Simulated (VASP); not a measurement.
Write the native input for VASP 6.6.1 that does the following.

```yaml
Task: single point
Functional: r2SCAN
Potentials_or_basis: VASP PAW PBE potentials, release 64 (Zn, Se)
Cutoff: 550 eV
k_mesh: 2 × 2 × 2
Occupations: gaussian, width 0.1 eV
Spin: no spin polarisation
Dipole_correction: no
Further_INCAR_settings: ALGO = Normal; EDIFF = 1e-06; NBANDS = 16
```

Crystal: ZnSe.

```
Zn Se
1.0
     0.00000    2.83244    2.83244
     2.83244    0.00000    2.83244
     2.83244    2.83244    0.00000
Zn Se
1 1
Direct
  0.00000 0.00000 0.00000
  0.75000 0.75000 0.75000
```

One way to write it, as run:

POSCAR

```
ZnSe
1.0
    0.0000000000      2.8324425407      2.8324425407
    2.8324425407      0.0000000000      2.8324425407
    2.8324425407      2.8324425407      0.0000000000
Zn Se
1 1
Direct
    0.0000000000      0.0000000000      0.0000000000
    0.7500000000      0.7500000000      0.7500000000
```

INCAR.step1

```
SYSTEM = ZnSe
PREC = Accurate
ENCUT = 550
ISMEAR = 0
SIGMA = 0.1
LREAL = .FALSE.
LASPH = .TRUE.
NELM = 120
NBANDS = 16
GGA = PE
ALGO = Normal
EDIFF = 1E-5
LWAVE = .TRUE.
LCHARG = .FALSE.
GGA_COMPAT = .FALSE.
```

INCAR.step2

```
SYSTEM = ZnSe
PREC = Accurate
ENCUT = 550
EDIFF = 1E-6
ISMEAR = 0
SIGMA = 0.1
LREAL = .FALSE.
LASPH = .TRUE.
NELM = 120
ALGO = Normal
ISIF = 2
LWAVE = .FALSE.
LCHARG = .FALSE.
METAGGA = R2SCAN
LMIXTAU = .TRUE.
NBANDS = 16
ISTART = 1
GGA_COMPAT = .FALSE.
```

KPOINTS

```
regular mesh
0
G
  2 2 2
  0 0 0
```

Potentials or basis: VASP PAW PBE potentials, release 64 (Zn, Se).

Launch:

```bash
$ cat potpaw_PBE.64/Zn/POTCAR potpaw_PBE.64/Se/POTCAR > POTCAR
$ cp INCAR.step1 INCAR
$ mpirun -np 1 vasp_std > vasp.out
$ cp INCAR.step2 INCAR
$ mpirun -np 1 vasp_std > vasp.out
```

Results of the run:

```
Pressure               : 6.0 GPa
Band gap on the k mesh : 1.75 eV, direct
```

Caveat: the k points lie up to 0.96 Å⁻¹ apart; the PAW data sets were made with another functional, which shifts forces and pressure a little.

Wall time 29 s on 1 thread of AMD EPYC 7R13, on a shared host, peak memory 0.19 GiB.
